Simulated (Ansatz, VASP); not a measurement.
## TiCo: VASP beside Ansatz

The input INCAR:

```
  ALGO = Normal
  EDIFF = 1E-6
  ENCUT = 520
  GGA = PS
  ISIF = 2
  ISMEAR = -1
  ISPIN = 2
  LASPH = True
  LCHARG = False
  LMAXMIX = 4
  LORBIT = 11
  LREAL = False
  LWAVE = False
  MAGMOM = 0 0.8
  NBANDS = 22
  NELM = 150
  PREC = Accurate
  SIGMA = 0.03
```

Contents of KPOINTS:

```
k-points
0
Gamma
  12 12 12
```

File POSCAR:

```
TiCo
1.0
    2.9861109900      0.0000000000      0.0000000000
    0.0000000000      2.9861109900      0.0000000000
    0.0000000000      0.0000000000      2.9861109900
Ti Co
1 1
Direct
    0.0000000000      0.0000000000      0.0000000000
    0.5000000000      0.5000000000      0.5000000000
```

Input for Ansatz:

```yaml
crystal:
  lattice:
    - [2.98611099, 0.0, 0.0]
    - [0.0, 2.98611099, 0.0]
    - [0.0, 0.0, 2.98611099]
  atoms:
    - { symbol: Ti, position: [0.0, 0.0, 0.0] }
    - { symbol: Co, position: [0.5, 0.5, 0.5], spin: 0.8 }
magnetization:
  spin_polarized: true
kpoints:
  mp_grid: { grid: [12, 12, 12] }
  band_path:
    path:
      - [0.0, 0.0, 0.0]
      - [0.0, 0.5, 0.0]
      - [0.5, 0.5, 0.0]
      - [0.0, 0.0, 0.0]
      - [0.5, 0.5, 0.5]
      - [0.0, 0.5, 0.0]
      - [0.5, 0.5, 0.5]
      - [0.5, 0.5, 0.0]
    npoints: 8
scf:
  occupations: { method: fermi_dirac, width: 0.03 }
  lower_state_search: "off"
hamiltonian:
  xc: pbesol
  pseudopotentials: { kind: paw }
output:
  eigenvalues: false
  eigenstates:
    nscf_kmesh: { grid: [12, 12, 12] }
    top_band: c21
    exchange_couplings: { magnetic: [{ species: Co }] }
  write_density: true
  write_potential: true
  elf: true
  volumetric_format: npy
```

Alike in both runs: task single point; functional PBEsol; k mesh 12 × 12 × 12; occupations fermi-dirac, width 0.03 eV; collinear spin.

```csv
,VASP,Ansatz
version,VASP 6.6.1,Ansatz 0.2.0
potentials or method,"VASP PAW PBE potentials, release 64 (Ti_sv, Co)","PAW with Ansatz's default frozen-core files, scalar-relativistic"
plane-wave cutoff (eV),520,420
valence electrons in the cell,21,29
```

```csv
,VASP,Ansatz,Ansatz less VASP
net moment per atom (μB),0.37,0.39,+0.019
size of the moment on the site where the two differ most (μB),0.80,0.85,+0.051
```

VASP's potentials were made for PBE, not for PBEsol. Site moments also hang on the region over which each program counts them. VASP's potentials hold 21 valence electrons a cell and Ansatz's 29, so a difference there can come from the potentials and not from the codes.
